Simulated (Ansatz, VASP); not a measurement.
## C in VASP and in Ansatz

Contents of INCAR:

```
SYSTEM = C
ALGO = Normal
EDIFF = 1E-6
ENCUT = 520
GGA = PS
ISIF = 2
ISMEAR = 0
LASPH = .TRUE.
LCHARG = .TRUE.
LELF = .TRUE.
LREAL = .FALSE.
LVHAR = .TRUE.
LWAVE = .FALSE.
NBANDS = 16
NELM = 100
PREC = Accurate
SIGMA = 0.15
```

Contents of KPOINTS:

```
k-points
0
G
  18 18 6
  0 0 0
```

File POSCAR:

```
C
1.0
    1.2294746187     -2.2781208991      0.0000000000
    1.2294746187      2.2781208991      0.0000000000
    0.0000000000      0.0000000000      7.3778182888
C
4
Direct
    0.0833216498      0.9166783502      0.7498439858
    0.5833216498      0.4166783502      0.2501560142
    0.9166783502      0.0833216498      0.2501560142
    0.4166783502      0.5833216498      0.7498439858
```

Input for Ansatz:

```yaml
crystal:
  lattice:
    - [1.2294746187, -2.2781208991, 0.0]
    - [1.2294746187, 2.2781208991, 0.0]
    - [0.0, 0.0, 7.3778182888]
  atoms:
    - { symbol: C, position: [0.0833216498, 0.9166783502, 0.7498439858] }
    - { symbol: C, position: [0.5833216498, 0.4166783502, 0.2501560142] }
    - { symbol: C, position: [0.9166783502, 0.0833216498, 0.2501560142] }
    - { symbol: C, position: [0.4166783502, 0.5833216498, 0.7498439858] }
basis:
  ecutwfc: 520.0
kpoints:
  mp_grid: { grid: [18, 18, 6] }
hamiltonian:
  xc: pbesol
  pseudopotentials: { kind: paw, azcp: { folder: soft_1 } }
scf:
  occupations: { method: gaussian, width: 0.15 }
output:
  forces: true
  stress: true
  eigenvalues: true
```

Change from the starting cell: normal strain along x +0.0000, normal strain along y +0.0700.

Alike in both runs: task single point; functional PBEsol; k mesh 18 × 18 × 6; occupations gaussian, width 0.15 eV; no spin polarisation.

```csv
,VASP,Ansatz
version,VASP 6.6.1,Ansatz 0.2.0
potentials or method,"VASP PAW PBE potentials, release 64 (C), cutoff 520 eV","scalar-relativistic, plane waves, PAW"
valence electrons in the cell,16,16
```

VASP gave:

- gap on the k mesh at the Fermi level (eV): 0.28
- least direct gap on the mesh (eV): 0.28
- pressure (GPa): -20.9
- traceless stress, the component that is largest in VASP (GPa): -34.05
- rms of the force components (eV/Å): 0.106

Problem. What did Ansatz give for the same quantities?

Solution. gap on the k mesh at the Fermi level (eV): 0.28; least direct gap on the mesh (eV): 0.28; pressure (GPa): -21.4; traceless stress, the component that is largest in VASP (GPa): -34.25; rms of the force components (eV/Å): 0.093.

VASP's potentials were made for PBE, not for PBEsol, and Ansatz warns of the same on its side. Atom by atom the forces differ by 0.013 eV/Å (rms over components).
